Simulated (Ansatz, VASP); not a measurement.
# WAu: VASP beside Ansatz

```
W Au
1.0
     0.00345   -2.84680   -0.00179
    -6.84875   -0.00686    0.32634
     0.31729    0.00083   -6.84723
W Au
4 4
Direct
  0.99940 0.44796 0.55205
  0.00059 0.55204 0.94795
  0.00061 0.05204 0.44795
  0.99940 0.94797 0.05206
  0.49987 0.79878 0.70123
  0.50012 0.70121 0.29877
  0.50013 0.20121 0.79876
  0.49989 0.29878 0.20123
```

Change from the starting cell: caesium chloride type (Pm-3m, No. 221); cell x4, atoms moved at random (sigma 0.15 Å) and cell strained at random (1.5 %), then relaxed without symmetry.

Alike in both runs: functional PBE; k mesh 8 × 4 × 4; occupations gaussian, width 0.1 eV; no spin polarisation.

Ansatz relaxed the structure, and its values are those at the end. VASP's run is a single point on that final structure, the one shown.

```csv
,VASP,Ansatz
version,VASP 6.6.1,Ansatz 0.2.0
potentials or method,"VASP PAW PBE potentials, release 64 (W_sv, Au), cutoff 520 eV","scalar-relativistic, plane waves, PAW"
valence electrons in the cell,100,132
```

VASP gave:

```
gap on the k mesh at the Fermi level (eV) : none
pressure (GPa)                            : 0.0
rms of the force components (eV/Å)        : 0.008
```

Q: Which values does Ansatz return?

A: gap on the k mesh at the Fermi level (eV): none; pressure (GPa): 0.1; rms of the force components (eV/Å): 0.001.

A gap of «none» marks a metal or a gap that the smearing closes. The functional is the same, so the differences come from potentials, cutoffs and numerics. VASP's potentials hold 100 valence electrons a cell and Ansatz's 132, so a difference there can come from the potentials and not from the codes.

Spin-orbit coupling is off throughout.
